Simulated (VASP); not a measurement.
# NbRh (P4/mmm) in VASP: vibrations by perturbation theory with LDA

Aim: the vibrations by perturbation theory of NbRh with LDA.

All numbers are computed with VASP 6.6.1; they aren't measurements. Logs are shortened: lines on timing, memory, paths and dates and some standing lists are left out, and cuts for length are marked.

## Step 1: The cell of the first run

Symmetry: P4/mmm, No. 123, tetragonal system. The conventional cell has a = 2.809 Å, b = 2.809 Å, c = 3.812 Å, α = 90.00°, β = 90.00°, γ = 90.00°. Within 3.6 Å of Nb (site symmetry 4/mmm) lie 8 Rh at 2.75 Å and 4 Nb at 2.81 Å. Rh (site symmetry 4/mmm) has 8 Nb at 2.75 Å and 4 Rh at 2.81 Å within 3.6 Å.

## Step 2: Vibrations by perturbation theory, LDA

Contents of INCAR:

```
SYSTEM = NbRh
  PREC = Accurate
  ENCUT = 520
  EDIFF = 1E-8
  ISMEAR = -1
  SIGMA = 0.15
  LREAL = .False.
  LASPH = .True.
  NELM = 100
  ALGO = Fast
  ISIF = 2
  LWAVE = .False.
  LCHARG = .False.
  NBANDS = 21
  IBRION = 8
  NSW = 1
```

Contents of KPOINTS:

```
regular mesh
0
Gamma
  14 14 12
  0 0 0
```

Contents of POSCAR:

```
NbRh
1.0
    2.8086316043      0.0000000000      0.0000000000
    0.0000000000      2.8086316043      0.0000000000
    0.0000000000      0.0000000000      3.8123637045
Nb Rh
1 1
Direct
    0.0000000000      0.0000000000      0.0000000000
    0.5000000000      0.5000000000      0.5000000000
```

Potentials or basis: VASP PAW LDA potentials, release 64 (Nb_sv, Rh_pv).

Command:

```
cat potpaw_LDA.64/Nb_sv/POTCAR potpaw_LDA.64/Rh_pv/POTCAR > POTCAR
mpirun -np 1 vasp_std > vasp.out
```

OUTCAR:

```text
SYSTEM = NbRh
   PREC = Accurate
   ENCUT = 520
   EDIFF = 1E-8
   ISMEAR = -1
   LREAL = .False.
   LASPH = .True.
   NELM = 100
   ISIF = 2
   IBRION = 8
   NSW = 1

 ion  position               nearest neighbor table
   1  0.000  0.000  0.000-   2 2.75   2 2.75   2 2.75   2 2.75   2 2.75   2 2.75   2 2.75   2 2.75

   2  0.500  0.500  0.500-   1 2.75   1 2.75   1 2.75   1 2.75   1 2.75   1 2.75   1 2.75   1 2.75

  LATTYP: Found a simple tetragonal cell.
 ALAT       =     2.8086316043
 C/A-ratio  =     1.3573740674

  Lattice vectors:

 A1 = (   2.8086316043,   0.0000000000,   0.0000000000)
 A2 = (   0.0000000000,   2.8086316043,   0.0000000000)
 A3 = (   0.0000000000,   0.0000000000,   3.8123637045)

Analysis of symmetry for initial positions (statically):
=====================================================================
 Subroutine PRICEL returns:
 Original cell was already a primitive cell.

 Routine SETGRP: Setting up the symmetry group for a
 simple tetragonal supercell.

 Subroutine GETGRP returns: Found 16 space group operations
 (whereof 16 operations were pure point group operations)
 out of a pool of 16 trial point group operations.

The static configuration has the point symmetry D_4h.

Analysis of symmetry for dynamics (positions and initial velocities):
=====================================================================
 Subroutine PRICEL returns:
 Original cell was already a primitive cell.

 Routine SETGRP: Setting up the symmetry group for a
 simple tetragonal supercell.

 Subroutine GETGRP returns: Found 16 space group operations
 (whereof 16 operations were pure point group operations)
 out of a pool of 16 trial point group operations.

The dynamic configuration has the point symmetry D_4h.

 Subroutine INISYM returns: Found 16 space group operations
 (whereof 16 operations are pure point group operations),
 and found     1 'primitive' translations

[... 739 lines left out ...]

 VOLUME and BASIS-vectors are now :
 -----------------------------------------------------------------------------
  energy-cutoff  :      520.00
  volume of cell :       30.07
      direct lattice vectors                 reciprocal lattice vectors
     2.808631604  0.000000000  0.000000000     0.356045271  0.000000000  0.000000000
     0.000000000  2.808631604  0.000000000     0.000000000  0.356045271  0.000000000
     0.000000000  0.000000000  3.812363705     0.000000000  0.000000000  0.262304459

 POSITION                                       TOTAL-FORCE (eV/Angst)
 -----------------------------------------------------------------------------------
      0.00000      0.00000      0.00000         0.000000      0.000000      0.000000
      1.40432      1.40432      1.90618         0.000000      0.000000      0.000000
 -----------------------------------------------------------------------------------
    total drift:                                0.000000      0.000000     -0.000000

  FREE ENERGIE OF THE ION-ELECTRON SYSTEM (eV)
  ---------------------------------------------------
  free  energy   TOTEN  =       -20.8608446579 eV

  energy  without entropy=      -20.7372733746  energy(sigma->0) =      -20.79905902

[... ionic steps 2 to 3 ...]

--------------------------------------- Ionic step        4  -------------------------------------------

------------------------ aborting loop because EDIFF is reached ----------------------------------------
[... 11 lines left out ...]
[... ionic steps 8 to 8 ...]

--------------------------------------- Ionic step        9  -------------------------------------------

 Free energy of the ion-electron system (eV)
  ---------------------------------------------------
  ---------------------------------------------------
  free energy    TOTEN  =        -0.55364969 eV

  energy without entropy =       -0.55364968

------------------------ aborting loop because EDIFF is reached ----------------------------------------

 INTERNAL STRAIN TENSOR  FOR ION    2  DIRECTION 3   (eV/Angst):
 -----------------------------------------------------------------------------
    -0.01103  0.00000  0.00000
     0.00000 -0.01103 -0.00000
     0.00000  0.00000  0.01298

 INTERNAL STRAIN TENSOR FOR ION    2 for displacements in x,y,z  (eV/Angst):
          X           Y           Z          XY          YZ          ZX
  --------------------------------------------------------------------------------
  x     0.00000     0.00000     0.00000     0.00000     0.00000     0.00000
  y     0.00000     0.00000     0.00000     0.00000     0.00000     0.00000
  z     0.00000     0.00000     0.00000     0.00000     0.00000     0.00000

 SECOND DERIVATIVES (NOT SYMMETRIZED)
 ------------------------------------
               1X          1Y          1Z          2X          2Y          2Z
  1X    -4.598632    0.000000    0.000000    4.598632    0.000000    0.000000
  1Y     0.000000   -4.598632    0.000000    0.000000    4.598632    0.000000
  1Z     0.000000   -0.000000   -9.111893    0.000000    0.000000    9.111893
  2X     4.577153    0.000000    0.000000   -4.577153    0.000000    0.000000
  2Y     0.000000    4.577153    0.000000    0.000000   -4.577153    0.000000
  2Z     0.000000   -0.000000    9.118106   -0.000000    0.000000   -9.118106

 Eigenvectors and eigenvalues of the dynamical matrix
 ----------------------------------------------------

   1 f  =    6.754571 THz    42.440223 2PiTHz  225.308245 cm-1    27.934649 meV
             X         Y         Z           dx          dy          dz
      0.000000  0.000000  0.000000     0.000000   -0.000000    0.724813
      1.404316  1.404316  1.906182    -0.000000    0.000000   -0.688946
[... 21 lines left out ...]
   6 f/i=    0.005601 THz     0.035193 2PiTHz    0.186836 cm-1     0.023165 meV
             X         Y         Z           dx          dy          dz
      0.000000  0.000000  0.000000    -0.687974   -0.000000   -0.000000
      1.404316  1.404316  1.906182    -0.725735   -0.000000    0.000000

--------------------------------------------------------------------------------------------------------

 ELASTIC MODULI CONTR FROM IONIC RELAXATION (kBar)
 Direction    XX          YY          ZZ          XY          YZ          ZX
 --------------------------------------------------------------------------------
 XX           0.0000      0.0000      0.0000      0.0000      0.0000      0.0000
 YY           0.0000      0.0000      0.0000      0.0000      0.0000      0.0000
 ZZ           0.0000      0.0000      0.0000      0.0000      0.0000      0.0000
 XY           0.0000      0.0000      0.0000      0.0000      0.0000      0.0000
 YZ           0.0000      0.0000      0.0000      0.0000      0.0000      0.0000
 ZX           0.0000      0.0000      0.0000      0.0000      0.0000      0.0000
 --------------------------------------------------------------------------------
```

Run time: 45 min. Hardware: 1 thread of AMD EPYC 7R43 (Zen 3), shared host; peak memory 0.67 GiB.

Results:

- Highest phonon frequency at Γ: 225 cm⁻¹

Phonon frequencies in cm⁻¹ (negative: imaginary):
| q point | frequencies |
| --- | --- |
| (0.000, 0.000, 0.000) | 0 0 0 160 160 225 |
